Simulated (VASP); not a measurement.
# Al (Pm-3m) in VASP: further runs

The runs below take Al through single point, with PBE.

Program: VASP 6.6.1. These are calculated values, not measurements. Logs are shortened: lines on timing, memory, paths and dates and some standing lists are left out, and cuts for length are marked.

### 1 The cell of the first run

The structure is cubic, space group Pm-3m (No. 221). Conventional cell: a = 2.776 Å, b = 2.776 Å, c = 2.776 Å, α = 90.00°, β = 90.00°, γ = 90.00°. Al (site symmetry m-3m) has 6 Al at 2.78 Å within 3.7 Å.

### 2 Single point, PBE

INCAR reads:

```
SYSTEM = Al
  ALGO = Normal
  EDIFF = 1E-6
  ENCUT = 500
  GGA = PE
  GGA_COMPAT = .False.
  ISIF = 2
  ISMEAR = -1
  LASPH = .True.
  LCHARG = .False.
  LREAL = .False.
  LWAVE = .False.
  NBANDS = 8
  NELM = 120
  PREC = Accurate
  SIGMA = 0.06122561905347299
```

KPOINTS reads:

```
k-points
0
Gamma
  20 20 20
  0 0 0
```

POSCAR reads:

```
Al
1.0
    2.7755121940      0.0000000000      0.0000000000
    0.0000000000      2.7755121940      0.0000000000
    0.0000000000      0.0000000000      2.7755121940
Al
1
Direct
    0.0000000000      0.0000000000      0.0000000000
```

Potentials or basis: VASP PAW PBE potentials, release 64 (Al).

Launch:

```console
$ cat potpaw_PBE.64/Al/POTCAR > POTCAR
$ mpirun -np 1 vasp_std > vasp.out
```

OUTCAR:

```text
SYSTEM = Al
   EDIFF = 1E-6
   ENCUT = 500
   GGA = PE
   ISIF = 2
   ISMEAR = -1
   LASPH = .True.
   LREAL = .False.
   NELM = 120
   PREC = Accurate

 ion  position               nearest neighbor table
   1  0.000  0.000  0.000-

  LATTYP: Found a simple cubic cell.
 ALAT       =     2.7755121940

  Lattice vectors:

 A1 = (   2.7755121940,   0.0000000000,   0.0000000000)
 A2 = (   0.0000000000,   2.7755121940,   0.0000000000)
 A3 = (   0.0000000000,   0.0000000000,   2.7755121940)

Analysis of symmetry for initial positions (statically):
=====================================================================
 Subroutine PRICEL returns:
 Original cell was already a primitive cell.

 Routine SETGRP: Setting up the symmetry group for a
 simple cubic supercell.

 Subroutine GETGRP returns: Found 48 space group operations
 (whereof 48 operations were pure point group operations)
 out of a pool of 48 trial point group operations.

The static configuration has the point symmetry O_h .

Analysis of symmetry for dynamics (positions and initial velocities):
=====================================================================
 Subroutine PRICEL returns:
 Original cell was already a primitive cell.

 Routine SETGRP: Setting up the symmetry group for a
 simple cubic supercell.

 Subroutine GETGRP returns: Found 48 space group operations
 (whereof 48 operations were pure point group operations)
 out of a pool of 48 trial point group operations.

The dynamic configuration has the point symmetry O_h .

 Subroutine INISYM returns: Found 48 space group operations
 (whereof 48 operations are pure point group operations),
 and found     1 'primitive' translations

----------------------------------------------------------------------------------------

                                     Primitive cell

  volume of cell :      21.3811

  direct lattice vectors                    reciprocal lattice vectors
     2.775512194  0.000000000  0.000000000     0.360293859  0.000000000  0.000000000
     0.000000000  2.775512194  0.000000000     0.000000000  0.360293859  0.000000000
     0.000000000  0.000000000  2.775512194     0.000000000  0.000000000  0.360293859

  length of vectors
     2.775512194  2.775512194  2.775512194     0.360293859  0.360293859  0.360293859

  position of ions in fractional coordinates (direct lattice)
     0.000000000  0.000000000  0.000000000

  ion indices of the primitive-cell ions
   primitive index   ion index
                 1           1

----------------------------------------------------------------------------------------

 KPOINTS: k-points

Automatic generation of k-mesh.
 Grid dimensions read from file:
 generate k-points for:   20   20   20

 Generating k-lattice:

  Cartesian coordinates                     Fractional coordinates (reciprocal lattice)
     0.018014693  0.000000000  0.000000000     0.050000000  0.000000000  0.000000000
     0.000000000  0.018014693  0.000000000     0.000000000  0.050000000  0.000000000
     0.000000000  0.000000000  0.018014693     0.000000000  0.000000000  0.050000000

  Length of vectors
     0.018014693  0.018014693  0.018014693

  Shift w.r.t. Gamma in fractional coordinates (k-lattice)
     0.000000000  0.000000000  0.000000000

 Subroutine IBZKPT returns following result:
 ===========================================

 Found    286 irreducible k-points:

 Following reciprocal coordinates:
            Coordinates               Weight
  0.000000  0.000000  0.000000      1.000000
  0.050000  0.000000  0.000000      6.000000
  0.100000  0.000000  0.000000      6.000000
  0.150000  0.000000  0.000000      6.000000
  0.200000  0.000000  0.000000      6.000000
  0.250000  0.000000  0.000000      6.000000
[... 16 lines left out ...]
  0.150000  0.100000  0.000000     24.000000
  0.200000  0.100000  0.000000     24.000000
 [... further k-points ...]
   k-points           NKPTS =    286   k-points in BZ     NKDIM =    286   number of bands    NBANDS=      8
   number of dos      NEDOS =    301   number of ions     NIONS =      1
   total plane-waves  NPLWV =   8000
   dimension x,y,z NGX =    20 NGY =   20 NGZ =   20
   dimension x,y,z NGXF=    40 NGYF=   40 NGZF=   40
   ions per type =               1
   NGX,Y,Z   is equivalent  to a cutoff of  11.98, 11.98, 11.98 a.u.
   NGXF,Y,Z  is equivalent  to a cutoff of  23.96, 23.96, 23.96 a.u.
 SYSTEM =  Al
   PREC   = accura    normal or accurate (medium, high low for compatibility)
   ISTART =      0    job   : 0-new  1-cont  2-samecut
   ICHARG =      2    charge: 1-file 2-atom 10-const
   ISPIN  =      1    spin polarized calculation?
   LNONCOLLINEAR =      F non collinear calculations
   LSORBIT =      F    spin-orbit coupling
   LASPH  =      T    aspherical Exc in radial PAW
   ENCUT  =  500.0 eV  36.75 Ry    6.06 a.u.   5.06  5.06  5.06*2*pi/ulx,y,z
   NELM   =    120;   NELMIN=  2; NELMDL= -5     # of ELM steps
   EDIFF  = 0.1E-05   stopping-criterion for ELM
   LREAL  =      F    real-space projection
   EDIFFG = 0.1E-04   stopping-criterion for IOM
   NSW    =      0    number of steps for IOM
   IBRION =     -1    ionic relax: 0-MD 1-quasi-New 2-CG
   NFREE  =      0    steps in history (QN), initial steepest desc. (CG)
   ISIF   =      2    stress and relaxation
   ISYM   =      2    0-nonsym 1-usesym 2-fastsym
   POTIM  = 0.5000    time-step for ionic-motion
   TEBEG  =    0.0;   TEEND  =   0.0 temperature during run
   PSTRESS=    0.0 pullay stress
   NELECT =       3.0000    total number of electrons
   NUPDOWN=      -1.0000    fix difference up-down
   EMIN   =  10.00;   EMAX   =-10.00  energy-range for DOS
   EFERMI =   0.00;   METHOD = LEGACY
   ISMEAR =    -1;   SIGMA  =   0.06  broadening in eV -4-tet -1-fermi 0-gaus
   EFERMI_NEDOS =   21; number of points for ismear=-14 and -15
   IALGO  =     38    algorithm
   IMIX   =      4    mixing-type and parameters
     AMIX     =   0.40;   BMIX     =  1.00
     AMIX_MAG =   1.60;   BMIX_MAG =  1.00
  volume/ion in A,a.u.               =      21.38       144.29
  Fermi-wavevector in a.u.,A,eV,Ry     =   0.850692  1.607574  9.846211  0.723676
  Thomas-Fermi vector in A             =   1.966708
   LORBIT       =      0    0 simple, 1 ext, 2 COOP (PROOUT), +10 PAW based schemes
   GGA     = PE    functional components
   LHFCALC =     F    Hartree Fock is set to
   AEXX    =    0.0000 exact exchange contribution
   IVDW    =     0    specifies the selected vdW correction
   LEPSILON=     F    determine dielectric tensor
   LRPA    =     F    only Hartree local field effects (RPA)
 non-spin polarized calculation
  energy-cutoff  :      500.00
  volume of cell :       21.38
 maximum number of plane-waves:       554
   NGX = 11   NGY = 11   NGZ = 11

 number of electron       3.0000000 magnetization

 Free energy of the ion-electron system (eV)
  ---------------------------------------------------
  ext. energy  EPLUGINS =         0.00000000
  ---------------------------------------------------
  free energy    TOTEN  =        -3.36601434 eV

  energy without entropy =       -3.36002263  energy(sigma->0) =       -3.36301848

 E-fermi :   5.1490     XC(G=0):  -9.2193

 val. band max:        5.1162613646   @ k =   0.4500   0.4000   0.2000
 cond. band min:       5.1557739675   @ k =   0.3000   0.0500   0.0500
 fundamental gap:      0.0395126028
 Fermi energy:         5.1489650140

 k-point     1 :       0.0000    0.0000    0.0000
  band No.  band energies     occupation
      1      -4.0623      2.00000
      2      13.0041      0.00000
      3      13.0041      0.00000
      4      13.8518      0.00000
      5      13.8518      0.00000
      6      13.8518      0.00000
      7      19.8204      0.00000
      8      28.2801      0.00000

 k-point     2 :       0.0500    0.0000    0.0000
  band No.  band energies     occupation
      1      -4.0150      2.00000
      2      11.9286      0.00000
      3      13.0440      0.00000
      4      13.8919      0.00000
      5      13.8919      0.00000
      6      14.8330      0.00000
      7      20.0218      0.00000
      8      27.8572      0.00000

 k-point     3 :       0.1000    0.0000    0.0000
  band No.  band energies     occupation
      1      -3.8730      2.00000
      2      10.4990      0.00000
      3      13.1626      0.00000
      4      14.0120      0.00000
      5      14.0120      0.00000
      6      15.9582      0.00000
      7      20.6423      0.00000
      8      26.8702      0.00000

 k-point     4 :       0.1500    0.0000    0.0000
  band No.  band energies     occupation
      1      -3.6369      2.00000
      2       9.0680      0.00000
      3      13.3572      0.00000
      4      14.2117      0.00000
      5      14.2117      0.00000
      6      16.8678      0.00000
      7      21.6714      0.00000
      8      25.6784      0.00000

 k-point     5 :       0.2000    0.0000    0.0000
  band No.  band energies     occupation
      1      -3.3076      2.00000
      2       7.6752      0.00000
      3      13.6223      0.00000
      4      14.4904      0.00000
      5      14.4904      0.00000
      6      17.5997      0.00000
      7      22.9856      0.00000
      8      24.4482      0.00000
[... 177 lines left out ...]
 k-point    22 :       0.1000    0.1000    0.0000
  band No.  band energies     occupation
      1      -3.6838      2.00000
      2      10.2431      0.00000
      3      11.2404      0.00000
      4      14.1718      0.00000
      5      15.0042      0.00000
      6      17.2863      0.00000
      7      21.2053      0.00000
      8      25.1704      0.00000

 k-point    23 :       0.1500    0.1000    0.0000
  band No.  band energies     occupation
      1      -3.4480      2.00000
      2       9.1407      0.00000
      3      11.1319      0.00000
      4      14.3712      0.00000
      5      15.2967      0.00000
      6      18.2645      0.00000
      7      21.9553      0.00000
      8      23.9441      0.00000

 k-point    24 :       0.2000    0.1000    0.0000
  band No.  band energies     occupation
      1      -3.1190      2.00000
      2       7.8102      0.00000
      3      11.3612      0.00000
      4      14.6494      0.00000
      5      15.6041      0.00000
      6      19.0492      0.00000
      7      22.2808      0.00000
      8      23.5067      0.00000

 [... further k-points ...]

------------------------ aborting loop because EDIFF is reached ----------------------------------------

  FORCE on cell =-STRESS in cart. coord.  units (eV):
  Direction    XX          YY          ZZ          XY          YZ          ZX
  --------------------------------------------------------------------------------------
  -------------------------------------------------------------------------------------
  Total       -0.3957493     -0.3957493     -0.3957493      0.0000000      0.0000000      0.0000000
  in kB      -29.6552350    -29.6552350    -29.6552350      0.0000000      0.0000000      0.0000000
  external PRESSURE =     -29.6552350 kB  Pullay stress =       0.0000000 kB

 VOLUME and BASIS-vectors are now :
 -----------------------------------------------------------------------------
  energy-cutoff  :      500.00
  volume of cell :       21.38
      direct lattice vectors                 reciprocal lattice vectors
     2.775512194  0.000000000  0.000000000     0.360293859  0.000000000  0.000000000
     0.000000000  2.775512194  0.000000000     0.000000000  0.360293859  0.000000000
     0.000000000  0.000000000  2.775512194     0.000000000  0.000000000  0.360293859

 POSITION                                       TOTAL-FORCE (eV/Angst)
 -----------------------------------------------------------------------------------
      0.00000      0.00000      0.00000         0.000000      0.000000      0.000000
 -----------------------------------------------------------------------------------
    total drift:                               -0.000000     -0.000000      0.000000

  FREE ENERGIE OF THE ION-ELECTRON SYSTEM (eV)
  ---------------------------------------------------
  free  energy   TOTEN  =        -3.3660143374 eV

  energy  without entropy=       -3.3600226324  energy(sigma->0) =       -3.36301848
```

Wall time 17 s (1 thread of Intel Xeon Platinum 8259CL at 2.50GHz (Skylake/Cascade Lake), shared host); peak memory 0.14 GiB.

Results:

| Item | Value |
| --- | --- |
| Free energy | -3.3660 eV |
| Pressure | -3.0 GPa |

### 3 Single point, PBE

INCAR reads:

```
ALGO = Normal ; EDIFF = 1E-6
ENCUT = 500 ; GGA = PE
GGA_COMPAT = False ; ISIF = 2
ISMEAR = -1 ; LASPH = True
LCHARG = False ; LREAL = False
LWAVE = False ; NBANDS = 8
NELM = 120 ; PREC = Accurate
SIGMA = 0.06122561905347299
```

KPOINTS reads:

```
k-points
0
Gamma
  20 20 20
```

POSCAR is that of step 2.

Potentials or basis: VASP PAW PBE potentials, release 64 (Al).

Launch:

```console
$ cat potpaw_PBE.64/Al/POTCAR > POTCAR
$ mpirun -np 1 vasp_std > vasp.out
```

Run time: 8.5 s. Hardware: 1 thread of Intel Xeon 6975P-C (Granite Rapids), shared host; peak memory 0.14 GiB.

It converged, with:

| Property | Result |
| --- | --- |
| Free energy | -3.3660 eV |
| Pressure | -3.0 GPa |

Levels at points of the mesh, in eV from the Fermi level:
```csv
k point,band 1,band 2,band 3,band 4,band 5
"(0.00, 0.00, 0.00)",-9.21,7.86,7.86,8.70,8.70
"(0.50, 0.00, 0.00)",-5.11,-3.85,10.30,11.98,11.98
"(0.50, 0.50, 0.00)",-0.51,-0.51,-0.49,2.33,15.25
"(0.50, 0.50, 0.50)",2.70,2.70,2.70,5.57,5.57
```

### 4 Single point, PBE

This run uses another cell than the first one, of 18.96 Å³/atom, 0.887 times its volume.

INCAR reads:

```
ALGO = Normal
EDIFF = 1E-6
ENCUT = 500
GGA = PE
GGA_COMPAT = F
ISIF = 2
ISMEAR = -1
LASPH = T
LCHARG = F
LREAL = F
LWAVE = F
NBANDS = 8
NELM = 120
PREC = Accurate
SIGMA = 0.06122561905347299
```

KPOINTS reads:

```
k-points
0
Gamma
  40 40 40
```

POSCAR reads:

```
Al
1.0
    2.6665545293      0.0000000000      0.0000000000
    0.0000000000      2.6665545293      0.0000000000
    0.0000000000      0.0000000000      2.6665545293
Al
1
Direct
    0.0000000000      0.0000000000      0.0000000000
```

Potentials or basis: VASP PAW PBE potentials, release 64 (Al).

Launch:

```console
$ cat potpaw_PBE.64/Al/POTCAR > POTCAR
$ mpirun -np 1 vasp_std > vasp.out
```

OUTCAR:

```text
EDIFF = 1E-6
   ENCUT = 500
   GGA = PE
   ISIF = 2
   ISMEAR = -1
   LASPH = T
   LREAL = F
   NELM = 120
   PREC = Accurate

 ion  position               nearest neighbor table
   1  0.000  0.000  0.000-

  LATTYP: Found a simple cubic cell.
 ALAT       =     2.6665545293

  Lattice vectors:

 A1 = (   2.6665545293,   0.0000000000,   0.0000000000)
 A2 = (   0.0000000000,   2.6665545293,   0.0000000000)
 A3 = (   0.0000000000,   0.0000000000,   2.6665545293)

Analysis of symmetry for initial positions (statically):
=====================================================================
 Subroutine PRICEL returns:
 Original cell was already a primitive cell.

 Routine SETGRP: Setting up the symmetry group for a
 simple cubic supercell.

 Subroutine GETGRP returns: Found 48 space group operations
 (whereof 48 operations were pure point group operations)
 out of a pool of 48 trial point group operations.

The static configuration has the point symmetry O_h .

Analysis of symmetry for dynamics (positions and initial velocities):
=====================================================================
 Subroutine PRICEL returns:
 Original cell was already a primitive cell.

 Routine SETGRP: Setting up the symmetry group for a
 simple cubic supercell.

 Subroutine GETGRP returns: Found 48 space group operations
 (whereof 48 operations were pure point group operations)
 out of a pool of 48 trial point group operations.

The dynamic configuration has the point symmetry O_h .

 Subroutine INISYM returns: Found 48 space group operations
 (whereof 48 operations are pure point group operations),
 and found     1 'primitive' translations

----------------------------------------------------------------------------------------

                                     Primitive cell

  volume of cell :      18.9606
[... 106 lines left out ...]
     AMIX     =   0.40;   BMIX     =  1.00
     AMIX_MAG =   1.60;   BMIX_MAG =  1.00
  volume/ion in A,a.u.               =      18.96       127.95
  Fermi-wavevector in a.u.,A,eV,Ry     =   0.885452  1.673261 10.667299  0.784024
  Thomas-Fermi vector in A             =   2.006487
   LORBIT       =      0    0 simple, 1 ext, 2 COOP (PROOUT), +10 PAW based schemes
   GGA     = PE    functional components
   LHFCALC =     F    Hartree Fock is set to
   AEXX    =    0.0000 exact exchange contribution
   IVDW    =     0    specifies the selected vdW correction
   LEPSILON=     F    determine dielectric tensor
   LRPA    =     F    only Hartree local field effects (RPA)
 non-spin polarized calculation
  energy-cutoff  :      500.00
  volume of cell :       18.96
 maximum number of plane-waves:       500
 NGX is ok and might be reduce to    20
   NGX =  9   NGY =  9   NGZ =  9

 number of electron       3.0000000 magnetization

 Free energy of the ion-electron system (eV)
  ---------------------------------------------------
  ext. energy  EPLUGINS =         0.00000000
  ---------------------------------------------------
  free energy    TOTEN  =        -3.36344530 eV

  energy without entropy =       -3.35730798  energy(sigma->0) =       -3.36037664

 E-fermi :   6.1878     XC(G=0):  -9.6384

 val. band max:        6.1855049970   @ k =   0.3000   0.0500   0.0500
 cond. band min:       6.1881851644   @ k =   0.5000   0.5000   0.1750
 fundamental gap:      0.0026801674
 Fermi energy:         6.1878252231

 k-point     1 :       0.0000    0.0000    0.0000
  band No.  band energies     occupation
      1      -3.7105      2.00000
      2      14.3410      0.00000
      3      14.3410      0.00000
      4      15.7895      0.00000
      5      15.7895      0.00000
      6      15.7895      0.00000
      7      22.3492      0.00000
      8      31.0225      0.00000
[... 243 lines left out ...]
 k-point    24 :       0.0750    0.0250    0.0000
  band No.  band energies     occupation
      1      -3.5817      2.00000
      2      12.6342      0.00000
      3      14.1855      0.00000
      4      15.8972      0.00000
      5      16.0421      0.00000
      6      17.3722      0.00000
      7      22.8759      0.00000
      8      29.9446      0.00000

 [... further k-points ...]

------------------------ aborting loop because EDIFF is reached ----------------------------------------

  FORCE on cell =-STRESS in cart. coord.  units (eV):
  Direction    XX          YY          ZZ          XY          YZ          ZX
  --------------------------------------------------------------------------------------
  -------------------------------------------------------------------------------------
  Total        0.4718839      0.4718839      0.4718839      0.0000000      0.0000000     -0.0000000
  in kB       39.8744138     39.8744138     39.8744138      0.0000000      0.0000000     -0.0000000
  external PRESSURE =      39.8744138 kB  Pullay stress =       0.0000000 kB

 VOLUME and BASIS-vectors are now :
 -----------------------------------------------------------------------------
  energy-cutoff  :      500.00
  volume of cell :       18.96
      direct lattice vectors                 reciprocal lattice vectors
     2.666554529  0.000000000  0.000000000     0.375015770  0.000000000  0.000000000
     0.000000000  2.666554529  0.000000000     0.000000000  0.375015770  0.000000000
     0.000000000  0.000000000  2.666554529     0.000000000  0.000000000  0.375015770

 POSITION                                       TOTAL-FORCE (eV/Angst)
 -----------------------------------------------------------------------------------
      0.00000      0.00000      0.00000         0.000000      0.000000      0.000000
 -----------------------------------------------------------------------------------
    total drift:                                0.000000      0.000000      0.000000

  FREE ENERGIE OF THE ION-ELECTRON SYSTEM (eV)
  ---------------------------------------------------
  free  energy   TOTEN  =        -3.3634452986 eV

  energy  without entropy=       -3.3573079764  energy(sigma->0) =       -3.36037664
```

Run time: 47 s. Hardware: 1 thread of Intel Xeon 6975P-C (Granite Rapids), shared host; peak memory 0.3 GiB.

What came out:

```yaml
Free_energy: -3.3634 eV
Pressure: 4.0 GPa
```
